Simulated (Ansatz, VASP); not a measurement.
BiN in VASP and in Ansatz

```
Bi N
1.0
     0.00000    2.55770    2.55770
     2.55770    0.00000    2.55770
     2.55770    2.55770    0.00000
Bi N
1 1
Direct
  0.00000 0.00000 0.00000
  0.50000 0.50000 0.50000
```

Change from the starting cell: species swapped into the HfC type (Fm-3m, No. 225).

Alike in both runs: task single point; functional PBE; k mesh 6 × 6 × 6; occupations gaussian, width 0.1 eV; no spin polarisation.

|  | VASP | Ansatz |
| --- | --- | --- |
| version | VASP 6.6.1 | Ansatz 0.2.0 |
| potentials or method | VASP PAW PBE potentials, release 64 (Bi_d, N), cutoff 520 eV | scalar-relativistic, plane waves, PAW |
| valence electrons in the cell | 20 | 20 |

```csv
,VASP,Ansatz,Ansatz less VASP
gap on the k mesh at the Fermi level (eV),1.06,1.06,-0.006
least direct gap on the mesh (eV),1.06,1.06,-0.006
pressure (GPa),2.1,2.1,0.00
```

Spin-orbit coupling is off throughout.
